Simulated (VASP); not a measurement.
A run of VASP 6.6.1 is set up as follows.

The input INCAR:

```
SYSTEM = BiPt
ALGO = Normal ; EDIFF = 1E-8
ENCUT = 520 ; ISIF = 2
ISMEAR = -1 ; LASPH = .TRUE.
LCHARG = .FALSE. ; LEFG = .TRUE.
LREAL = .FALSE. ; LWAVE = .FALSE.
NBANDS = 33 ; NELM = 60
PREC = Accurate ; SIGMA = 0.05
```

File KPOINTS:

```
k-points
0
G
  9 9 6
  0 0 0
```

File POSCAR:

```
BiPt
1.0
    4.3717829954      0.0000000000      0.0000000000
   -2.1858914977      3.7860751338      0.0000000000
    0.0000000000      0.0000000000      5.5622451270
Bi Pt
2 2
Direct
    0.3333333333      0.6666666667      0.2500000000
    0.6666666667      0.3333333333      0.7500000000
    0.0000000000      0.0000000000      0.0000000000
    0.0000000000      0.0000000000      0.5000000000
```

Potentials or basis: VASP PAW LDA potentials, release 64 (Bi_d, Pt).

Launch:

```sh
$ cat potpaw_LDA.64/Bi_d/POTCAR potpaw_LDA.64/Pt/POTCAR > POTCAR
$ mpirun -np 1 vasp_std > vasp.out
```

Problem. What does it give for the band gap on the k mesh?

Solution. Zero (bands 25 and 26 overlap by 3.81 eV).

Problem. Predict the pressure.

Solution. -4.6 GPa.

Electric field gradients, principal values (V/Å²):
| atom | least | middle | greatest (by size) |
| --- | --- | --- | --- |
| 1 Bi | -3.216 | -3.217 | 6.433 |
| 2 Bi | -3.216 | -3.217 | 6.433 |
| 3 Pt | 78.204 | 78.204 | -156.408 |
| 4 Pt | 78.204 | 78.204 | -156.408 |

Caveat: the cell stands under tension; without QUAD_EFG the Cq values of the log hold for a quadrupole moment of 1 mb, not for the nuclei; spin-orbit coupling is left out, which moves the levels of the heavy elements.
